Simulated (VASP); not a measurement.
Wanted: the native input for a VASP 6.6.1 run.

```yaml
Task: single point
Functional: PBE
Potentials_or_basis: VASP PAW PBE potentials, release 64 (Na_pv, Cl)
Cutoff: 520 eV
k_mesh: 8 × 8 × 8
Occupations: fermi-dirac, width 0.02 eV
Spin: no spin polarisation
Dipole_correction: no
Further_INCAR_settings: ALGO = Normal; EDIFF = 1e-07; NBANDS = 14
```

The structure of NaCl lies in POSCAR:

```
NaCl
1.0
    2.8600000000      0.0000000000      0.0000000000
    0.0000000000      2.8600000000      0.0000000000
    0.0000000000      0.0000000000      2.9458000000
Na Cl
1 1
Direct
    0.0000000000      0.0000000000      0.0000000000
    0.5000000000      0.5000000000      0.5000000000
```

This cell differs from its parent crystal: zz strain of +3 %.

One way to write it, as run:

INCAR

```
  ALGO = Normal
  EDIFF = 1E-7
  ENCUT = 520
  GGA = PE
  ISIF = 2
  ISMEAR = -1
  LASPH = True
  LCHARG = True
  LELF = True
  LREAL = False
  LVHAR = True
  LWAVE = False
  NBANDS = 14
  NELM = 60
  PREC = Accurate
  SIGMA = 0.02
```

KPOINTS

```
k-points
0
Gamma
  8 8 8
```

Potentials or basis: VASP PAW PBE potentials, release 64 (Na_pv, Cl).

Run with:

```sh
$ cat potpaw_PBE.64/Na_pv/POTCAR potpaw_PBE.64/Cl/POTCAR > POTCAR
$ mpirun -np 1 vasp_std > vasp.out
```

It gave:

The pressure is 58.0 GPa and the band gap on the k mesh is 4.39 eV, direct.

Caveat: the cell differs from its parent crystal (zz strain of +3 %).

It took 30 s on 1 thread of Intel Xeon 8259CL, with other jobs on the host, peak memory 0.14 GiB.
